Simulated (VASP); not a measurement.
# Li2O (Fm-3m) in VASP: notebook

Runs on Li2O. Level: PBE. Tasks: single point.

Everything below comes from runs of VASP 6.6.1. Logs are shortened: lines on timing, memory, paths and dates and some standing lists are left out, and cuts for length are marked.

## Step 1: The cell of the first run

The structure is cubic, space group Fm-3m (No. 225). The conventional cell has a = 4.626 Å, b = 4.626 Å, c = 4.626 Å, α = 90.00°, β = 90.00°, γ = 90.00°. Within 2.7 Å of Li (site symmetry -43m) lie 4 O at 2.00 Å and 6 Li at 2.31 Å. Within 2.7 Å of O (site symmetry m-3m) lie 8 Li at 2.00 Å.

## Step 2: Single point, PBE

INCAR

```
SYSTEM = Li2O
ALGO = Normal
EDIFF = 1E-6
ENCUT = 750
GGA = PE
GGA_COMPAT = .False.
ISIF = 2
ISMEAR = 0
LASPH = .True.
LCHARG = .False.
LREAL = .False.
LWAVE = .False.
NBANDS = 13
NELM = 120
PREC = Accurate
SIGMA = 0.02
```

KPOINTS

```
k-points
0
Gamma
  8 8 8
  0 0 0
```

POSCAR

```
Li2O
1.0
    0.0000000000      2.3128504895      2.3128504895
    2.3128504895      0.0000000000      2.3128504895
    2.3128504895      2.3128504895      0.0000000000
Li O
2 1
Direct
    0.2500000000      0.2500000000      0.2500000000
    0.7500000000      0.7500000000      0.7500000000
    0.0000000000      0.0000000000      0.0000000000
```

Potentials or basis: VASP PAW PBE potentials, release 64 (Li_sv, O).

Run with:

```console
$ cat potpaw_PBE.64/Li_sv/POTCAR potpaw_PBE.64/O/POTCAR > POTCAR
$ mpirun -np 1 vasp_std > vasp.out
```

OUTCAR:

```text
SYSTEM = Li2O
   EDIFF = 1E-6
   ENCUT = 750
   GGA = PE
   ISIF = 2
   ISMEAR = 0
   LASPH = .True.
   LREAL = .False.
   NELM = 120
   PREC = Accurate

 ion  position               nearest neighbor table
   1  0.250  0.250  0.250-   3 2.00   3 2.00   3 2.00   3 2.00   2 2.31   2 2.31   2 2.31   2 2.31
                             2 2.31   2 2.31
   2  0.750  0.750  0.750-   3 2.00   3 2.00   3 2.00   3 2.00   1 2.31   1 2.31   1 2.31   1 2.31
                             1 2.31   1 2.31
   3  0.000  0.000  0.000-   2 2.00   2 2.00   2 2.00   1 2.00   1 2.00   1 2.00   2 2.00   1 2.00

  LATTYP: Found a face centered cubic cell.
 ALAT       =     4.6257009790

  Lattice vectors:

 A1 = (   0.0000000000,   2.3128504895,   2.3128504895)
 A2 = (   2.3128504895,   0.0000000000,   2.3128504895)
 A3 = (   2.3128504895,   2.3128504895,   0.0000000000)

Analysis of symmetry for initial positions (statically):
=====================================================================
 Subroutine PRICEL returns:
 Original cell was already a primitive cell.

 Routine SETGRP: Setting up the symmetry group for a
 face centered cubic supercell.

 Subroutine GETGRP returns: Found 48 space group operations
 (whereof 48 operations were pure point group operations)
 out of a pool of 48 trial point group operations.

The static configuration has the point symmetry O_h .

Analysis of symmetry for dynamics (positions and initial velocities):
=====================================================================
 Subroutine PRICEL returns:
 Original cell was already a primitive cell.

 Routine SETGRP: Setting up the symmetry group for a
 face centered cubic supercell.

 Subroutine GETGRP returns: Found 48 space group operations
 (whereof 48 operations were pure point group operations)
 out of a pool of 48 trial point group operations.

The dynamic configuration has the point symmetry O_h .

 Subroutine INISYM returns: Found 48 space group operations
 (whereof 48 operations are pure point group operations),
 and found     1 'primitive' translations

----------------------------------------------------------------------------------------

                                     Primitive cell

  volume of cell :      24.7442

  direct lattice vectors                    reciprocal lattice vectors
     0.000000000  2.312850490  2.312850490    -0.216183451  0.216183451  0.216183451
     2.312850490  0.000000000  2.312850490     0.216183451 -0.216183451  0.216183451
     2.312850490  2.312850490  0.000000000     0.216183451  0.216183451 -0.216183451

  length of vectors
     3.270864530  3.270864530  3.270864530     0.374440721  0.374440721  0.374440721

  position of ions in fractional coordinates (direct lattice)
[... 93 lines left out ...]
   NUPDOWN=      -1.0000    fix difference up-down
   EMIN   =  10.00;   EMAX   =-10.00  energy-range for DOS
   EFERMI =   0.00;   METHOD = LEGACY
   ISMEAR =     0;   SIGMA  =   0.02  broadening in eV -4-tet -1-fermi 0-gaus
   EFERMI_NEDOS =   21; number of points for ismear=-14 and -15
   IALGO  =     38    algorithm
   IMIX   =      4    mixing-type and parameters
     AMIX     =   0.40;   BMIX     =  1.00
     AMIX_MAG =   1.60;   BMIX_MAG =  1.00
  volume/ion in A,a.u.               =       8.25        55.66
  Fermi-wavevector in a.u.,A,eV,Ry     =   1.286207  2.430580 22.508521  1.654330
  Thomas-Fermi vector in A             =   2.418296
   LORBIT       =      0    0 simple, 1 ext, 2 COOP (PROOUT), +10 PAW based schemes
   GGA     = PE    functional components
   LHFCALC =     F    Hartree Fock is set to
   AEXX    =    0.0000 exact exchange contribution
   IVDW    =     0    specifies the selected vdW correction
   LEPSILON=     F    determine dielectric tensor
   LRPA    =     F    only Hartree local field effects (RPA)
 non-spin polarized calculation
 Gauss-broadening in eV      SIGMA  =   0.02
  energy-cutoff  :      750.00
  volume of cell :       24.74
 maximum number of plane-waves:      1174
 NGX is ok and might be reduce to    30
   NGX = 15   NGY = 15   NGZ = 15

 number of electron      11.9999999 magnetization

 Free energy of the ion-electron system (eV)
  ---------------------------------------------------
  ext. energy  EPLUGINS =         0.00000000
  ---------------------------------------------------
  free energy    TOTEN  =       -14.35627043 eV

  energy without entropy =      -14.35627043  energy(sigma->0) =      -14.35627043

 E-fermi :   1.4572     XC(G=0):  -9.7356

 val. band max:        1.3125916315   @ k =   0.0000   0.0000   0.0000
 cond. band min:       6.2836483371   @ k =   0.5000   0.5000   0.0000
 fundamental gap:      4.9710567056
 Fermi energy:         1.4571878903

 k-point     1 :       0.0000    0.0000    0.0000
  band No.  band energies     occupation
      1     -41.6781      2.00000
      2     -41.3526      2.00000
      3     -14.1295      2.00000
      4       1.3126      2.00000
      5       1.3126      2.00000
      6       1.3126      2.00000
      7       6.5497      0.00000
      8      13.2272      0.00000
      9      13.2272      0.00000
     10      13.2272      0.00000
     11      20.2714      0.00000
     12      20.2714      0.00000
     13      20.2714      0.00000
[... 354 lines left out ...]
  band No.  band energies     occupation
      1     -41.5005      2.00000
      2     -41.5000      2.00000
      3     -13.8739      2.00000
      4      -1.1356      2.00000
      5       0.3118      2.00000
      6       0.5100      2.00000
      7       9.2492      0.00000
      8      11.5289      0.00000
      9      14.3404      0.00000
     10      14.6851      0.00000
     11      18.7988      0.00000
     12      19.1692      0.00000
     13      24.2487      0.00000

 [... further k-points ...]
[... 5 lines left out ...]
  --------------------------------------------------------------------------------------
  -------------------------------------------------------------------------------------
  Total       -0.0485201     -0.0485201     -0.0485201     -0.0000000      0.0000000      0.0000000
  in kB       -3.1416661     -3.1416661     -3.1416661     -0.0000000      0.0000000      0.0000000
  external PRESSURE =      -3.1416661 kB  Pullay stress =       0.0000000 kB

 VOLUME and BASIS-vectors are now :
 -----------------------------------------------------------------------------
  energy-cutoff  :      750.00
  volume of cell :       24.74
      direct lattice vectors                 reciprocal lattice vectors
     0.000000000  2.312850490  2.312850490    -0.216183451  0.216183451  0.216183451
     2.312850490  0.000000000  2.312850490     0.216183451 -0.216183451  0.216183451
     2.312850490  2.312850490  0.000000000     0.216183451  0.216183451 -0.216183451

 POSITION                                       TOTAL-FORCE (eV/Angst)
 -----------------------------------------------------------------------------------
      1.15643      1.15643      1.15643         0.000000      0.000000      0.000000
      3.46928      3.46928      3.46928        -0.000000     -0.000000     -0.000000
      0.00000      0.00000      0.00000        -0.000000     -0.000000     -0.000000
 -----------------------------------------------------------------------------------
    total drift:                                0.000000     -0.000000      0.000000

  FREE ENERGIE OF THE ION-ELECTRON SYSTEM (eV)
  ---------------------------------------------------
  free  energy   TOTEN  =       -14.3562704332 eV

  energy  without entropy=      -14.3562704332  energy(sigma->0) =      -14.35627043
```

stdout:

```text
POSCAR found type information on POSCAR LiO
 POSCAR found :  2 types and       3 ions
 scaLAPACK will be used
 LDA part: xc-table for (Slater+PW92), standard interpolation
 POSCAR, INCAR and KPOINTS ok, starting setup
 FFT: planning ... GRIDC
 FFT: planning ... GRID_SOFT
 FFT: planning ... GRID
 WAVECAR not read
 entering main loop
```

Wall time 19 s (1 thread of Intel Xeon Platinum 8488C (Sapphire Rapids), shared host); peak memory 0.16 GiB.

What came out:

```yaml
Free_energy: -14.3563 eV
Pressure: -0.3 GPa
Band_gap_on_the_k_mesh: 4.97 eV (least direct gap 5.24 eV)
```

Levels at points of the mesh, in eV from the valence-band top:
```tsv
k point	band 3	band 4	band 5	band 6	band 7	band 8	band 9	band 10
(0.00, 0.00, 0.00)	-15.44	0.00	0.00	0.00	5.24	11.91	11.91	11.91
(0.50, 0.00, 0.00)	-15.22	-2.76	-0.44	-0.44	9.19	9.77	12.04	12.04
(0.50, 0.50, 0.00)	-15.17	-1.60	-1.37	-1.37	4.97	13.50	13.50	14.66
```

A k mesh can miss the band edges.

## Step 3: Single point, PBE

INCAR

```
SYSTEM = Li2O
  PREC = Accurate
  ENCUT = 750
  EDIFF = 1E-6
  ISMEAR = 0
  SIGMA = 0.01
  LREAL = .False.
  LASPH = .True.
  NELM = 120
  ALGO = Normal
  ISIF = 2
  LWAVE = .False.
  LCHARG = .False.
  GGA = PE
  NBANDS = 13
  GGA_COMPAT = .False.
```

KPOINTS

```
Automatic mesh
0
Gamma
  8 8 8
  0 0 0
```

POSCAR

```
Li2O
1.0
    0.0000000000      2.3130104653      2.3130104653
    2.3130104653      0.0000000000      2.3130104653
    2.3130104653      2.3130104653      0.0000000000
Li O
2 1
Direct
    0.7500000000      0.7500000000      0.7500000000
    0.2500000000      0.2500000000      0.2500000000
    0.0000000000      0.0000000000      0.0000000000
```

Potentials or basis: VASP PAW PBE potentials, release 64 (Li_sv, O).

Run with:

```console
$ cat potpaw_PBE.64/Li_sv/POTCAR potpaw_PBE.64/O/POTCAR > POTCAR
$ mpirun -np 1 vasp_std > vasp.out
```

Wall time 26 s (1 thread of Intel Xeon Platinum 8488C (Sapphire Rapids), shared host); peak memory 0.16 GiB.

It converged, with:

```yaml
Free_energy: -14.3563 eV
Pressure: -0.3 GPa
Band_gap_on_the_k_mesh: 4.97 eV (least direct gap 5.24 eV)
```

Levels at points of the mesh, in eV from the valence-band top:
```csv
k point,band 2,band 3,band 4,band 5,band 6,band 7,band 8,band 9,band 10,band 11
"(0.00, 0.00, 0.00)",-42.67,-15.44,0.00,0.00,0.00,5.24,11.91,11.91,11.91,18.96
"(0.50, 0.00, 0.00)",-42.82,-15.22,-2.76,-0.44,-0.44,9.18,9.77,12.04,12.04,17.79
"(0.50, 0.50, 0.00)",-42.76,-15.17,-1.60,-1.37,-1.37,4.97,13.50,13.50,14.66,15.69
```

A k mesh can miss the band edges.

## Step 4: Single point, PBE (8.00 Å³/atom)

This run uses another cell than the first one, of 8.00 Å³/atom.

INCAR

```
PREC = Accurate ; ENCUT = 750
EDIFF = 1E-6 ; ISMEAR = 0
SIGMA = 0.02 ; LREAL = False
LASPH = True ; NELM = 120
ALGO = Normal ; ISIF = 2
LWAVE = False ; LCHARG = True
GGA = PE ; LELF = True
LVHAR = True ; NBANDS = 13
GGA_COMPAT = False
```

KPOINTS

```
regular mesh
0
Gamma
  8 8 8
```

POSCAR

```
Li2O
1.0
    0.0000000000      2.2896451258      2.2896451258
    2.2896451258      0.0000000000      2.2896451258
    2.2896451258      2.2896451258      0.0000000000
Li O
2 1
Direct
    0.7500000000      0.7500000000      0.7500000000
    0.2500000000      0.2500000000      0.2500000000
    0.0000000000      0.0000000000      0.0000000000
```

Potentials or basis: VASP PAW PBE potentials, release 64 (Li_sv, O).

Run with:

```console
$ cat potpaw_PBE.64/Li_sv/POTCAR potpaw_PBE.64/O/POTCAR > POTCAR
$ mpirun -np 1 vasp_std > vasp.out
```

OUTCAR:

```text
PREC = Accurate
   ENCUT = 750
   EDIFF = 1E-6
   ISMEAR = 0
   LREAL = False
   LASPH = True
   NELM = 120
   ISIF = 2
   GGA = PE

 ion  position               nearest neighbor table
   1  0.750  0.750  0.750-   3 1.98   3 1.98   3 1.98   3 1.98   2 2.29   2 2.29   2 2.29   2 2.29
                             2 2.29   2 2.29
   2  0.250  0.250  0.250-   3 1.98   3 1.98   3 1.98   3 1.98   1 2.29   1 2.29   1 2.29   1 2.29
                             1 2.29   1 2.29
   3  0.000  0.000  0.000-   1 1.98   1 1.98   1 1.98   1 1.98   2 1.98   2 1.98   2 1.98   2 1.98

  LATTYP: Found a face centered cubic cell.
 ALAT       =     4.5792902516

  Lattice vectors:

 A1 = (   0.0000000000,   2.2896451258,   2.2896451258)
 A2 = (   2.2896451258,   0.0000000000,   2.2896451258)
 A3 = (   2.2896451258,   2.2896451258,   0.0000000000)

Analysis of symmetry for initial positions (statically):
=====================================================================
 Subroutine PRICEL returns:
 Original cell was already a primitive cell.

 Routine SETGRP: Setting up the symmetry group for a
 face centered cubic supercell.

 Subroutine GETGRP returns: Found 48 space group operations
 (whereof 48 operations were pure point group operations)
[... 178 lines left out ...]
      3     -14.0180      2.00000
      4       1.4739      2.00000
      5       1.4739      2.00000
      6       1.4739      2.00000
      7       6.9348      0.00000
      8      13.5641      0.00000
      9      13.5641      0.00000
     10      13.5641      0.00000
     11      20.7541      0.00000
     12      20.7541      0.00000
     13      20.7541      0.00000
[... 354 lines left out ...]
  band No.  band energies     occupation
      1     -41.2636      2.00000
      2     -41.2629      2.00000
      3     -13.7586      2.00000
      4      -1.0435      2.00000
      5       0.4462      2.00000
      6       0.6425      2.00000
      7       9.5469      0.00000
      8      11.9634      0.00000
      9      14.7483      0.00000
     10      15.1370      0.00000
     11      19.3069      0.00000
     12      19.6627      0.00000
     13      24.8749      0.00000

 [... further k-points ...]
[... 5 lines left out ...]
  --------------------------------------------------------------------------------------
  -------------------------------------------------------------------------------------
  Total        0.3399807      0.3399807      0.3399807      0.0000000      0.0000000      0.0000000
  in kB       22.6897806     22.6897806     22.6897806      0.0000000      0.0000000      0.0000000
  external PRESSURE =      22.6897806 kB  Pullay stress =       0.0000000 kB

 VOLUME and BASIS-vectors are now :
 -----------------------------------------------------------------------------
  energy-cutoff  :      750.00
  volume of cell :       24.01
      direct lattice vectors                 reciprocal lattice vectors
     0.000000000  2.289645126  2.289645126    -0.218374452  0.218374452  0.218374452
     2.289645126  0.000000000  2.289645126     0.218374452 -0.218374452  0.218374452
     2.289645126  2.289645126  0.000000000     0.218374452  0.218374452 -0.218374452

 POSITION                                       TOTAL-FORCE (eV/Angst)
 -----------------------------------------------------------------------------------
      3.43447      3.43447      3.43447         0.000000      0.000000      0.000000
      1.14482      1.14482      1.14482        -0.000000     -0.000000     -0.000000
      0.00000      0.00000      0.00000        -0.000000     -0.000000     -0.000000
 -----------------------------------------------------------------------------------
    total drift:                                0.000000     -0.000000      0.000000

  FREE ENERGIE OF THE ION-ELECTRON SYSTEM (eV)
  ---------------------------------------------------
  free  energy   TOTEN  =       -14.3498526755 eV

  energy  without entropy=      -14.3498526755  energy(sigma->0) =      -14.34985268
```

Wall time 22 s (1 thread of Intel Xeon Platinum 8488C (Sapphire Rapids), shared host); peak memory 0.16 GiB.

What came out:

```yaml
Free_energy: -14.3499 eV
Pressure: 2.3 GPa
Band_gap_on_the_k_mesh: 5.03 eV (least direct gap 5.46 eV)
```

Levels at points of the mesh, in eV from the valence-band top:
```csv
k point,band 2,band 3,band 4,band 5,band 6,band 7,band 8,band 9,band 10,band 11
"(0.00, 0.00, 0.00)",-42.58,-15.49,0.00,0.00,0.00,5.46,12.09,12.09,12.09,19.28
"(0.50, 0.00, 0.00)",-42.74,-15.26,-2.83,-0.46,-0.46,9.39,10.08,12.21,12.21,18.15
"(0.50, 0.50, 0.00)",-42.68,-15.22,-1.62,-1.43,-1.43,5.03,13.79,13.79,15.06,16.05
```

A k mesh can miss the band edges.

## Step 5: Single point, PBE

INCAR

```
SYSTEM = Li2O
  PREC = Accurate
  ENCUT = 750
  EDIFF = 1E-6
  ISMEAR = 0
  SIGMA = 0.02
  LREAL = .False.
  LASPH = .True.
  NELM = 120
  ALGO = Normal
  ISIF = 2
  LWAVE = .False.
  LCHARG = .True.
  GGA = PE
  LELF = .True.
  LVHAR = .True.
  NBANDS = 13
  GGA_COMPAT = .False.
```

KPOINTS

```
Automatic mesh
0
Gamma
  8 8 8
  0 0 0
```

POSCAR

```
Li2O
1.0
    0.0000000000      2.3130104653      2.3130104653
    2.3130104653      0.0000000000      2.3130104653
    2.3130104653      2.3130104653      0.0000000000
Li O
2 1
Direct
    0.7500000000      0.7500000000      0.7500000000
    0.2500000000      0.2500000000      0.2500000000
    0.0000000000      0.0000000000      0.0000000000
```

Run with:

```console
$ cat potpaw_PBE.64/Li_sv/POTCAR potpaw_PBE.64/O/POTCAR > POTCAR
$ mpirun -np 1 vasp_std > vasp.out
```

Run time: 20 s. Hardware: 1 thread of Intel Xeon Platinum 8488C (Sapphire Rapids), shared host; peak memory 0.16 GiB.

Results (log left out):

```yaml
Free_energy: -14.3563 eV
Pressure: -0.3 GPa
Band_gap_on_the_k_mesh: 4.97 eV (least direct gap 5.24 eV)
```

Levels at points of the mesh, in eV from the valence-band top:
```csv
k point,band 2,band 3,band 4,band 5,band 6,band 7,band 8,band 9,band 10,band 11
"(0.00, 0.00, 0.00)",-42.67,-15.44,0.00,0.00,0.00,5.24,11.91,11.91,11.91,18.96
"(0.50, 0.00, 0.00)",-42.82,-15.22,-2.76,-0.44,-0.44,9.18,9.77,12.04,12.04,17.79
"(0.50, 0.50, 0.00)",-42.76,-15.17,-1.60,-1.37,-1.37,4.97,13.50,13.50,14.66,15.69
```

## Step 6: Overview

| cell | smearing | gap on the mesh (eV) | pressure (GPa) |
| --- | --- | --- | --- |
| a = 3.271 Å, angles 60.0°, 3 atoms | gaussian 0.02 eV | 4.97 | -0.3 |
| a = 3.271 Å, angles 60.0°, 3 atoms | gaussian 0.01 eV | 4.97 | -0.3 |
| a = 3.238 Å, angles 60.0°, 3 atoms | gaussian 0.02 eV | 5.03 | 2.3 |

Alike in all rows: task single point; level PBE; potentials or basis VASP PAW PBE potentials, release 64 (Li_sv, O); no spin polarisation; k mesh 8 × 8 × 8; cutoff (eV) 750.

Total energies depend on the potentials used, so only differences within one code and one set of settings carry meaning.
